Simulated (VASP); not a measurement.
Here is a VASP 6.6.1 calculation.

File INCAR:

```
SYSTEM = NiSb
ALGO     = Normal         ! electronic algorithm
EDIFF    = 1E-6           ! SCF threshold, eV
ENCUT    = 520            ! plane-wave cutoff, eV
GGA      = PE             ! functional
ISIF     = 2              ! what is computed and relaxed
ISMEAR   = -1             ! smearing method
ISPIN    = 2              ! spin polarisation
LASPH    = .TRUE.         ! aspherical terms in the spheres
LCHARG   = .FALSE.        ! write CHGCAR
LMAXMIX  = 4              ! l up to which the mixer works
LORBIT   = 11             ! projections on sites
LREAL    = .FALSE.        ! projectors in reciprocal space
LWAVE    = .FALSE.        ! write WAVECAR
MAGMOM   = 0.75 0.75 0 0  ! initial moments
NBANDS   = 27             ! bands
NELM     = 150            ! most SCF steps
NUPDOWN  = 1.5            ! fixed moment
PREC     = Accurate       ! precision mode
SIGMA    = 0.05           ! smearing width, eV
```

KPOINTS

```
k-points
0
G
  10 10 7
  0 0 0
```

File POSCAR:

```
NiSb
1.0
    3.9280000000      0.0000000000      0.0000000000
   -1.9640000000      3.4017477861      0.0000000000
    0.0000000000      0.0000000000      5.1200000000
Ni Sb
2 2
Direct
    0.0000000000      0.0000000000      0.0000000000
    0.0000000000      0.0000000000      0.5000000000
    0.3333333333      0.6666666667      0.2500000000
    0.6666666667      0.3333333333      0.7500000000
```

Potentials or basis: VASP PAW PBE potentials, release 64 (Ni, Sb).

Command:

```console
$ cat potpaw_PBE.64/Ni/POTCAR potpaw_PBE.64/Sb/POTCAR > POTCAR
$ mpirun -np 1 vasp_std > vasp.out
```

(1) Predict the pressure.

## Answers

(1) 6.0 GPa.

Caveat: the cell stands under pressure; the total moment is fixed, so each spin has its own Fermi level and the state may be an excited one.
